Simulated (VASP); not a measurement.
# ScTiSe4 (F-43m) in VASP: single point with PBE

Aim: the single point of ScTiSe4 with PBE.

Program: VASP 6.6.1. These are calculated values, not measurements. Logs are shortened: lines on timing, memory, paths and dates and some standing lists are left out, and cuts for length are marked.

## 1. The cell of the first run

It takes space group F-43m (No. 216, cubic). Conventional cell: a = 8.045 Å, b = 8.045 Å, c = 8.045 Å, α = 90.00°, β = 90.00°, γ = 90.00°. Sc (site symmetry -43m) has 12 Se at 3.34 Å and 4 Ti at 3.48 Å within 4.4 Å. Within 4.4 Å of Ti (site symmetry -43m) lie 12 Se at 3.33 Å and 4 Sc at 3.48 Å. Within 3.7 Å of Se (site symmetry 3m) lie 6 Se at 2.84 to 2.85 Å and 3 Ti at 3.33 Å and 3 Sc at 3.34 Å.

The cell was generated, and may not be a known phase.

## 2. Single point, PBE, collinear spin

Input file INCAR:

```
ALGO = Normal
EDIFF = 1E-6
ENCUT = 520
GGA = PE
ISIF = 2
ISMEAR = 0
ISPIN = 2
LASPH = True
LCHARG = False
LMAXMIX = 4
LORBIT = 11
LREAL = False
LWAVE = False
MAGMOM = 0.77 2.22 0 0 0 0
NBANDS = 36
NELM = 150
PREC = Accurate
SIGMA = 0.1
```

Input file KPOINTS:

```
k-points
0
Gamma
  8 8 8
```

Input file POSCAR:

```
ScTiSe4
1.0
    0.0000000000      4.0222771400      4.0222771400
    4.0222771400      0.0000000000      4.0222771400
    4.0222771400      4.0222771400      0.0000000000
Sc Ti Se
1 1 4
Direct
    0.5000000000      0.5000000000      0.5000000000
    0.7500000000      0.7500000000      0.7500000000
    0.6255316860      0.1248227713      0.1248227713
    0.1248227713      0.6255316860      0.1248227713
    0.1248227713      0.1248227713      0.1248227713
    0.1248227713      0.1248227713      0.6255316860
```

Potentials or basis: VASP PAW PBE potentials, release 64 (Sc_sv, Ti_sv, Se).

Command:

```sh
> cat potpaw_PBE.64/Sc_sv/POTCAR potpaw_PBE.64/Ti_sv/POTCAR potpaw_PBE.64/Se/POTCAR > POTCAR
> mpirun -np 1 vasp_std > vasp.out
```

OUTCAR:

```text
EDIFF = 1E-6
   ENCUT = 520
   GGA = PE
   ISIF = 2
   ISMEAR = 0
   ISPIN = 2
   LASPH = True
   LORBIT = 11
   LREAL = False
   NELM = 150
   PREC = Accurate

 ion  position               nearest neighbor table
   1  0.500  0.500  0.500-
   2  0.750  0.750  0.750-
   3  0.626  0.125  0.125-
   4  0.125  0.626  0.125-
   5  0.125  0.125  0.125-
   6  0.125  0.125  0.626-

  LATTYP: Found a face centered cubic cell.
 ALAT       =     8.0445542800

  Lattice vectors:

 A1 = (   0.0000000000,   4.0222771400,   4.0222771400)
 A2 = (   4.0222771400,   0.0000000000,   4.0222771400)
 A3 = (   4.0222771400,   4.0222771400,   0.0000000000)

Analysis of symmetry for initial positions (statically):
=====================================================================
 Subroutine PRICEL returns:
 Original cell was already a primitive cell.

 Routine SETGRP: Setting up the symmetry group for a
 face centered cubic supercell.

 Subroutine GETGRP returns: Found 24 space group operations
 (whereof 24 operations were pure point group operations)
 out of a pool of 48 trial point group operations.

The static configuration has the point symmetry T_d .

Analysis of symmetry for dynamics (positions and initial velocities):
=====================================================================
 Subroutine PRICEL returns:
 Original cell was already a primitive cell.

 Routine SETGRP: Setting up the symmetry group for a
 face centered cubic supercell.

 Subroutine GETGRP returns: Found 24 space group operations
 (whereof 24 operations were pure point group operations)
 out of a pool of 48 trial point group operations.

The dynamic configuration has the point symmetry T_d .

Analysis of structural, dynamic, and magnetic symmetry:
=====================================================================
 Subroutine PRICEL returns:
 Original cell was already a primitive cell.

 Routine SETGRP: Setting up the symmetry group for a
 face centered cubic supercell.

 Subroutine GETGRP returns: Found 24 space group operations
 (whereof 24 operations were pure point group operations)
 out of a pool of 48 trial point group operations.

The overall configuration has the point symmetry T_d .

 Subroutine INISYM returns: Found 24 space group operations
 (whereof 24 operations are pure point group operations),
 and found     1 'primitive' translations

----------------------------------------------------------------------------------------

                                     Primitive cell

  volume of cell :     130.1505

  direct lattice vectors                    reciprocal lattice vectors
     0.000000000  4.022277140  4.022277140    -0.124307695  0.124307695  0.124307695
     4.022277140  0.000000000  4.022277140     0.124307695 -0.124307695  0.124307695
     4.022277140  4.022277140  0.000000000     0.124307695  0.124307695 -0.124307695

  length of vectors
     5.688358883  5.688358883  5.688358883     0.215307244  0.215307244  0.215307244

  position of ions in fractional coordinates (direct lattice)
     0.500000000  0.500000000  0.500000000
     0.750000000  0.750000000  0.750000000
     0.625531686  0.124822771  0.124822771
     0.124822771  0.625531686  0.124822771
     0.124822771  0.124822771  0.124822771
     0.124822771  0.124822771  0.625531686

  ion indices of the primitive-cell ions
   primitive index   ion index
                 1           1
                 2           2
                 3           3
                 4           4
                 5           5
                 6           6

----------------------------------------------------------------------------------------

 KPOINTS: k-points

Automatic generation of k-mesh.
 Grid dimensions read from file:
 generate k-points for:    8    8    8

 Generating k-lattice:

  Cartesian coordinates                     Fractional coordinates (reciprocal lattice)
    -0.015538462  0.015538462  0.015538462     0.125000000  0.000000000  0.000000000
     0.015538462 -0.015538462  0.015538462     0.000000000  0.125000000  0.000000000
     0.015538462  0.015538462 -0.015538462     0.000000000  0.000000000  0.125000000

  Length of vectors
     0.026913405  0.026913405  0.026913405

  Shift w.r.t. Gamma in fractional coordinates (k-lattice)
     0.000000000  0.000000000  0.000000000

 Subroutine IBZKPT returns following result:
 ===========================================

 Found     29 irreducible k-points:

 Following reciprocal coordinates:
            Coordinates               Weight
  0.000000  0.000000  0.000000      1.000000
  0.125000  0.000000  0.000000      8.000000
  0.250000  0.000000  0.000000      8.000000
  0.375000  0.000000  0.000000      8.000000
  0.500000  0.000000  0.000000      4.000000
  0.125000  0.125000  0.000000      6.000000
[... 16 lines left out ...]
  0.500000  0.250000  0.125000     48.000000
 -0.375000  0.250000  0.125000     24.000000
 [... further k-points ...]
   k-points           NKPTS =     29   k-points in BZ     NKDIM =     29   number of bands    NBANDS=     36
   number of dos      NEDOS =    301   number of ions     NIONS =      6
   total plane-waves  NPLWV =  74088
   dimension x,y,z NGX =    42 NGY =   42 NGZ =   42
   dimension x,y,z NGXF=    84 NGYF=   84 NGZF=   84
   ions per type =               1   1   4
   NGX,Y,Z   is equivalent  to a cutoff of  12.27, 12.27, 12.27 a.u.
   NGXF,Y,Z  is equivalent  to a cutoff of  24.55, 24.55, 24.55 a.u.
 SYSTEM =  unknown system
   PREC   = accura    normal or accurate (medium, high low for compatibility)
   ISTART =      0    job   : 0-new  1-cont  2-samecut
   ICHARG =      2    charge: 1-file 2-atom 10-const
   ISPIN  =      2    spin polarized calculation?
   LNONCOLLINEAR =      F non collinear calculations
   LSORBIT =      F    spin-orbit coupling
   LASPH  =      T    aspherical Exc in radial PAW
   ENCUT  =  520.0 eV  38.22 Ry    6.18 a.u.  10.58 10.58 10.58*2*pi/ulx,y,z
   NELM   =    150;   NELMIN=  2; NELMDL= -5     # of ELM steps
   EDIFF  = 0.1E-05   stopping-criterion for ELM
   LREAL  =      F    real-space projection
   EDIFFG = 0.1E-04   stopping-criterion for IOM
   NSW    =      0    number of steps for IOM
   IBRION =     -1    ionic relax: 0-MD 1-quasi-New 2-CG
   NFREE  =      0    steps in history (QN), initial steepest desc. (CG)
   ISIF   =      2    stress and relaxation
   ISYM   =      2    0-nonsym 1-usesym 2-fastsym
   POTIM  = 0.5000    time-step for ionic-motion
   TEBEG  =    0.0;   TEEND  =   0.0 temperature during run
   PSTRESS=    0.0 pullay stress
   NELECT =      47.0000    total number of electrons
   NUPDOWN=      -1.0000    fix difference up-down
   EMIN   =  10.00;   EMAX   =-10.00  energy-range for DOS
   EFERMI =   0.00;   METHOD = LEGACY
   ISMEAR =     0;   SIGMA  =   0.10  broadening in eV -4-tet -1-fermi 0-gaus
   EFERMI_NEDOS =   21; number of points for ismear=-14 and -15
   IALGO  =     38    algorithm
   IMIX   =      4    mixing-type and parameters
     AMIX     =   0.40;   BMIX     =  1.00
     AMIX_MAG =   1.60;   BMIX_MAG =  1.00
  volume/ion in A,a.u.               =      21.69       146.38
  Fermi-wavevector in a.u.,A,eV,Ry     =   1.165804  2.203050 18.491657  1.359098
  Thomas-Fermi vector in A             =   2.302325
   LORBIT       =     11    0 simple, 1 ext, 2 COOP (PROOUT), +10 PAW based schemes
   GGA     = PE    functional components
   LHFCALC =     F    Hartree Fock is set to
   AEXX    =    0.0000 exact exchange contribution
   IVDW    =     0    specifies the selected vdW correction
   LEPSILON=     F    determine dielectric tensor
   LRPA    =     F    only Hartree local field effects (RPA)
 spin polarized calculation
 Gauss-broadening in eV      SIGMA  =   0.10
  energy-cutoff  :      520.00
  volume of cell :      130.15
 maximum number of plane-waves:      3531
   NGX = 21   NGY = 21   NGZ = 21

 number of electron      46.9999989 magnetization       3.3303905

 Free energy of the ion-electron system (eV)
  ---------------------------------------------------
  ext. energy  EPLUGINS =         0.00000000
  ---------------------------------------------------
  free energy    TOTEN  =       -26.11437372 eV

  energy without entropy =      -26.08461312  energy(sigma->0) =      -26.09949342

 E-fermi :   6.0711     XC(G=0): -10.2175

 val. band max:        6.0692452846   @ k =   0.3750   0.1250   0.0000
 cond. band min:       6.0727119216   @ k =  -0.2500   0.2500   0.0000
 fundamental gap:      0.0034666370
 Fermi energy:         6.0711256421

 spin component 1

 k-point     1 :       0.0000    0.0000    0.0000
  band No.  band energies     occupation
      1     -52.0430      1.00000
      2     -44.9726      1.00000
      3     -28.3318      1.00000
      4     -28.3318      1.00000
      5     -28.3318      1.00000
      6     -23.5837      1.00000
[... 27 lines left out ...]
     34       7.9790      0.00000
     35       7.9791      0.00000

 k-point     2 :       0.1250    0.0000    0.0000
  band No.  band energies     occupation
      1     -52.0430      1.00000
      2     -44.9726      1.00000
      3     -28.3319      1.00000
      4     -28.3318      1.00000
      5     -28.3318      1.00000
      6     -23.5839      1.00000
[... 27 lines left out ...]
     34       8.2018      0.00000
     35       8.2019      0.00000
[... 796 lines left out ...]
     34       7.9180      0.00000
     35       8.1576      0.00000

 k-point    24 :      -0.3750    0.2500    0.1250
  band No.  band energies     occupation
      1     -52.0430      1.00000
      2     -44.9726      1.00000
      3     -28.3321      1.00000
      4     -28.3319      1.00000
      5     -28.3319      1.00000
      6     -23.5846      1.00000
[... 27 lines left out ...]
     34       8.1217      0.00000
     35       8.3105      0.00000

 [... further k-points ...]

 spin component 2

 k-point     1 :       0.0000    0.0000    0.0000
  band No.  band energies     occupation
      1     -50.3897      1.00000
      2     -44.4906      1.00000
      3     -26.6732      1.00000
      4     -26.6732      1.00000
      5     -26.6732      1.00000
      6     -23.0887      1.00000
[... 27 lines left out ...]
     34       8.5722      0.00000
     35       8.7612      0.00000

 k-point     2 :       0.1250    0.0000    0.0000
  band No.  band energies     occupation
      1     -50.3897      1.00000
      2     -44.4906      1.00000
      3     -26.6732      1.00000
      4     -26.6732      1.00000
      5     -26.6732      1.00000
      6     -23.0888      1.00000
[... 27 lines left out ...]
     34       8.6240      0.00000
     35       8.6240      0.00000
[... 796 lines left out ...]
     34       8.5209      0.00000
     35       8.7972      0.00000

 k-point    24 :      -0.3750    0.2500    0.1250
  band No.  band energies     occupation
      1     -50.3897      1.00000
      2     -44.4906      1.00000
      3     -26.6735      1.00000
      4     -26.6733      1.00000
      5     -26.6733      1.00000
      6     -23.0896      1.00000
[... 27 lines left out ...]
     34       8.5870      0.00000
     35       9.0609      0.00000

 [... further k-points ...]

 [bands above 35 left out]

------------------------ aborting loop because EDIFF is reached ----------------------------------------

  FORCE on cell =-STRESS in cart. coord.  units (eV):
  Direction    XX          YY          ZZ          XY          YZ          ZX
  --------------------------------------------------------------------------------------
  -------------------------------------------------------------------------------------
  Total        0.0451194      0.0451194      0.0451194      0.0000000      0.0000000      0.0000000
  in kB        0.5554286      0.5554286      0.5554286      0.0000000      0.0000000      0.0000000
  external PRESSURE =       0.5554286 kB  Pullay stress =       0.0000000 kB

 VOLUME and BASIS-vectors are now :
 -----------------------------------------------------------------------------
  energy-cutoff  :      520.00
  volume of cell :      130.15
      direct lattice vectors                 reciprocal lattice vectors
     0.000000000  4.022277140  4.022277140    -0.124307695  0.124307695  0.124307695
     4.022277140  0.000000000  4.022277140     0.124307695 -0.124307695  0.124307695
     4.022277140  4.022277140  0.000000000     0.124307695  0.124307695 -0.124307695

 POSITION                                       TOTAL-FORCE (eV/Angst)
 -----------------------------------------------------------------------------------
      4.02228      4.02228      4.02228         0.000000     -0.000000      0.000000
      6.03342      6.03342      6.03342         0.000000     -0.000000      0.000000
      1.00414      3.01813      3.01813        -0.003888      0.003888      0.003888
      3.01813      1.00414      3.01813         0.003888     -0.003888      0.003888
      1.00414      1.00414      1.00414        -0.003888     -0.003888     -0.003888
      3.01813      3.01813      1.00414         0.003888      0.003888     -0.003888
 -----------------------------------------------------------------------------------
    total drift:                                0.000000      0.000000      0.000000

  FREE ENERGIE OF THE ION-ELECTRON SYSTEM (eV)
  ---------------------------------------------------
  free  energy   TOTEN  =       -26.1143737217 eV

  energy  without entropy=      -26.0846131166  energy(sigma->0) =      -26.09949342

 total charge

# of ion       s       p       d       tot
------------------------------------------
    1        2.155   6.028   0.991   9.174
    2        2.132   5.988   1.938  10.058
    3        1.539   2.117   0.067   3.723
    4        1.539   2.117   0.067   3.723
    5        1.539   2.117   0.067   3.723
    6        1.539   2.117   0.067   3.723
--------------------------------------------------
tot         10.441  20.485   3.198  34.124

 magnetization (x)

# of ion       s       p       d       tot
------------------------------------------
    1        0.040   0.029   0.517   0.586
    2        0.054   0.026   1.642   1.722
    3        0.004  -0.033   0.008  -0.021
    4        0.004  -0.033   0.008  -0.021
    5        0.004  -0.033   0.008  -0.021
    6        0.004  -0.033   0.008  -0.021
--------------------------------------------------
tot          0.111  -0.077   2.192   2.225
```

Run time: 7.9 min. Hardware: 1 thread of Intel Xeon Platinum 8375C at 2.90GHz (Ice Lake), shared host; peak memory 0.44 GiB.

Results:

| Property | Result |
| --- | --- |
| Free energy | -26.1144 eV |
| Pressure | 0.1 GPa |
| Largest force | 0.007 eV/Å |
| Net moment | 3.33 μB per cell |
| Site moments | Sc +0.59; Ti +1.72; Se -0.02 μB |
| Valence electrons inside the program's atomic spheres | Sc 9.17; Ti 10.06; Se 3.72 |

Forces on the atoms (eV/Å):
```
Sc   0.000  0.000  0.000
Ti   0.000  0.000  0.000
Se  -0.004  0.004  0.004
Se   0.004 -0.004  0.004
Se  -0.004 -0.004 -0.004
Se   0.004  0.004 -0.004
```
